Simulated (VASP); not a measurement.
The system is GaN.

```
Ga N
1.0
     0.00000    2.24895    2.24895
     2.23681    0.00000    2.24895
     2.23681    2.24895    0.00000
Ga N
1 1
Direct
  0.00000 0.00000 0.00000
  0.25000 0.25000 0.25000
```

This cell differs from its parent crystal: uniaxial x strain -0.5%.

Base run:

| Item | Value |
| --- | --- |
| Program | VASP 6.6.1 |
| Functional | PBE |
| Potentials or basis | VASP PAW PBE potentials, release 64 (Ga_d, N) |
| Cutoff | 520 eV |
| k mesh | 10 × 10 × 10 |
| Occupations | fermi-dirac, width 0.02 eV |
| Spin | no spin polarisation |

Its results: band gap on the k mesh 1.78 eV, direct; pressure 7.4 GPa.

Q: The run is repeated on the same cell with these changes: functional from PBE to r2SCAN; occupations from fermi-dirac, width 0.02 eV to gaussian, width 0.01 eV. What comes out?

A: Band gap on the k mesh 2.18 eV, direct; pressure 2.2 GPa.

Caveats: the PAW data sets were made with another functional, which shifts forces and pressure a little (some runs).

